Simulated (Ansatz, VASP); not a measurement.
Y in VASP and in Ansatz

POSCAR

```
Y
1.0
    3.7347718839      0.0000000000      0.0000000000
   -1.8673859420      3.2344073288      0.0000000000
    0.0000000000      0.0000000000     11.9316416530
Y
4
Direct
    0.0000000000      0.0000000000      1.0000000000
    0.0000000000      1.0000000000      0.5000000000
    0.3333333333      0.6666666667      0.2500000000
    0.6666666667      0.3333333333      0.7500000000
```

The input INCAR.step1:

```
SYSTEM = Y
PREC     = Accurate       ! precision mode
ENCUT    = 520            ! plane-wave cutoff, eV
ISMEAR   = -1             ! smearing method
SIGMA    = 0.1            ! smearing width, eV
LREAL    = .FALSE.        ! projectors in reciprocal space
LASPH    = .TRUE.         ! aspherical terms in the spheres
NELM     = 100            ! most SCF steps
NBANDS   = 30             ! bands
GGA      = PE             ! functional
ALGO     = Normal         ! electronic algorithm
EDIFF    = 1E-4           ! SCF threshold, eV
LWAVE    = .TRUE.         ! write WAVECAR
LCHARG   = .FALSE.        ! write CHGCAR
```

File INCAR.step2:

```
SYSTEM = Y
PREC     = Accurate       ! precision mode
ENCUT    = 520            ! plane-wave cutoff, eV
EDIFF    = 1E-6           ! SCF threshold, eV
ISMEAR   = -1             ! smearing method
SIGMA    = 0.1            ! smearing width, eV
LREAL    = .FALSE.        ! projectors in reciprocal space
LASPH    = .TRUE.         ! aspherical terms in the spheres
NELM     = 100            ! most SCF steps
ALGO     = Normal         ! electronic algorithm
ISIF     = 2              ! what is computed and relaxed
LWAVE    = .FALSE.        ! write WAVECAR
LCHARG   = .FALSE.        ! write CHGCAR
METAGGA  = R2SCAN         ! meta-GGA
LMIXTAU  = .TRUE.       
NBANDS   = 30             ! bands
ISTART   = 1
```

File KPOINTS:

```
Automatic mesh
0
G
  11 11 3
  0 0 0
```

Input for Ansatz:

```yaml
crystal:
  lattice:
    - [3.7347718839, 0.0, 0.0]
    - [-1.867385942, 3.2344073288, 0.0]
    - [0.0, 0.0, 11.931641653]
  atoms:
    - { symbol: "Y", position: [0.0, 0.0, 1.0] }
    - { symbol: "Y", position: [0.0, 1.0, 0.5] }
    - { symbol: "Y", position: [0.3333333333, 0.6666666667, 0.25] }
    - { symbol: "Y", position: [0.6666666667, 0.3333333333, 0.75] }
hamiltonian:
  xc: r2scan
  pseudopotentials:
    kind: paw
    azcp:
      "Y": "pseudopotentials/Y.paw.azcp"
basis:
  ecutwfc: 500
  fft_grid_basis: typed
kpoints:
  mp_grid: { grid: [11, 11, 3], shift: [0, 0, 0] }
magnetization:
  spin_polarized: false
scf:
  occupations: { method: fermi_dirac, width: 0.1 }
  lower_state_search: "off"
output:
  stress: true
  write_density: true
  write_potential: true
  elf: true
  volumetric_format: npy
```

Alike in both runs: task single point; functional r2SCAN; k mesh 11 × 11 × 3; occupations fermi-dirac, width 0.1 eV; no spin polarisation.

|  | VASP | Ansatz |
| --- | --- | --- |
| version | VASP 6.6.1 | Ansatz 0.2.0 |
| potentials or method | VASP PAW PBE potentials, release 64 (Y_sv), cutoff 520 eV | plane waves (500 eV) with PAW, scalar-relativistic |
| valence electrons in the cell | 44 | 44 |

```tsv
	VASP	Ansatz	Ansatz less VASP
pressure (GPa)	-2.5	-2.6	-0.05
```

VASP's potentials were made for PBE, not for r2SCAN. The functional is the same, so the differences come from potentials, cutoffs and numerics.
